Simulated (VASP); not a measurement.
Wanted: the native input for a VASP 6.6.1 run.

```yaml
Task: single point
Functional: PBE
Potentials_or_basis: VASP PAW PBE potentials, release 64 (Ho_3, Al, Te), 4f in core
Cutoff: 500 eV
k_mesh: 4 × 4 × 4
Occupations: gaussian, width 0.1 eV
Spin: no spin polarisation
Dipole_correction: no
Further_INCAR_settings: ALGO = Normal; EDIFF = 1e-06; NBANDS = 23
```

The structure of HoAlTe3 lies in POSCAR:

```
HoAlTe3
1.0
    5.1076012400      0.0000000000      0.0000000000
    0.0000000000      3.6066238800      3.6161772900
    0.0000000000     -3.6066238800      3.6161772900
Ho Al Te
1 1 3
Direct
    0.0000000000      0.5028399800      0.5028399800
    0.5000000000      0.0042730000      0.0042730000
    0.0000000000      0.5063409800      0.0025860000
    0.5000000000      0.4956609900      0.4956609900
    0.0000000000      0.0025860000      0.5063409800
```

The cell was generated, and may not be a known phase.

These files were run (other wordings do the same):

INCAR

```
PREC     = Accurate       # precision mode
ENCUT    = 500            # plane-wave cutoff, eV
EDIFF    = 1E-6           # SCF threshold, eV
ISMEAR   = 0              # smearing method
SIGMA    = 0.1            # smearing width, eV
LREAL    = False          # projectors in reciprocal space
LASPH    = True           # aspherical terms in the spheres
NELM     = 200            # most SCF steps
ALGO     = Normal         # electronic algorithm
ISIF     = 2              # what is computed and relaxed
LWAVE    = False          # write WAVECAR
LCHARG   = False          # write CHGCAR
GGA      = PE             # functional
NBANDS   = 23             # bands
GGA_COMPAT= False        
LMAXMIX  = 6              # l up to which the mixer works
```

KPOINTS

```
regular mesh
0
Gamma
  4 4 4
```

Potentials or basis: VASP PAW PBE potentials, release 64 (Ho_3, Al, Te), 4f in core.

Command:

```console
$ cat potpaw_PBE.64/Ho_3/POTCAR potpaw_PBE.64/Al/POTCAR potpaw_PBE.64/Te/POTCAR > POTCAR
$ mpirun -np 1 vasp_std > vasp.out
```

Results of the run:

- Pressure: 28.1 GPa
- Largest force: 0.103 eV/Å
- Band gap on the k mesh: zero (bands 15 and 16 overlap by 1.50 eV)

Caveat: the cell stands under pressure; spin-orbit coupling is left out, which moves the levels of the heavy elements; the 4f electrons are frozen in the core, so they carry no moment and show no levels.

It took 45 s on 1 thread of Intel(R) Xeon(R) Platinum 8488C (Sapphire Rapids), with other jobs on the host, peak memory 0.27 GiB.
